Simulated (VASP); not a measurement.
Wanted: the native input for a VASP 6.6.1 run.

```
Task                   : single point
Functional             : r2SCAN
Potentials or basis    : VASP PAW PBE potentials, release 64 (Cl, Na_pv)
Cutoff                 : 520 eV
k mesh                 : 8 × 8 × 8
Occupations            : fermi-dirac, width 0.05 eV
Spin                   : no spin polarisation
Dipole correction      : no
Further INCAR settings : ALGO = Normal; EDIFF = 1e-06; NBANDS = 14
```

The system is NaCl.

```
Cl Na
1.0
     3.43070    0.00000    0.00000
     0.00000    3.43070    0.00000
     0.00000    0.00000    3.43070
Cl Na
1 1
Direct
  0.50000 0.50000 0.50000
  0.00000 0.00000 0.00000
```

These files were run (other wordings do the same):

POSCAR

```
NaCl
1.0
    3.4306966741      0.0000000000      0.0000000000
    0.0000000000      3.4306966741      0.0000000000
    0.0000000000      0.0000000000      3.4306966741
Cl Na
1 1
Direct
    0.5000000000      0.5000000000      0.5000000000
    0.0000000000      0.0000000000      0.0000000000
```

INCAR.step1

```
  PREC = Accurate
  ENCUT = 520
  ISMEAR = -1
  SIGMA = 0.05
  LREAL = False
  LASPH = True
  NELM = 80
  NBANDS = 14
  GGA = PE
  ALGO = Normal
  EDIFF = 1E-4
  LWAVE = True
  LCHARG = False
```

INCAR.step2

```
  PREC = Accurate
  ENCUT = 520
  EDIFF = 1E-6
  ISMEAR = -1
  SIGMA = 0.05
  LREAL = False
  LASPH = True
  NELM = 80
  ALGO = Normal
  ISIF = 2
  LWAVE = False
  LCHARG = False
  METAGGA = R2SCAN
  LMIXTAU = True
  NBANDS = 14
  ISTART = 1
```

KPOINTS

```
Automatic mesh
0
Gamma
  8 8 8
```

Potentials or basis: VASP PAW PBE potentials, release 64 (Cl, Na_pv).

Run with:

```console
$ cat potpaw_PBE.64/Cl/POTCAR potpaw_PBE.64/Na_pv/POTCAR > POTCAR
$ cp INCAR.step1 INCAR
$ mpirun -np 1 vasp_std > vasp.out
$ cp INCAR.step2 INCAR
$ mpirun -np 1 vasp_std > vasp.out
```

It gave:

```json
{
 "Pressure": "0.6 GPa",
 "Band gap on the k mesh": "5.05 eV, indirect (least direct gap 5.61 eV)"
}
```

Caveat: the PAW data sets were made with another functional, which shifts forces and pressure a little.

It took 110 s on 1 thread of Intel Xeon 8259CL, on a shared host, peak memory 0.16 GiB.
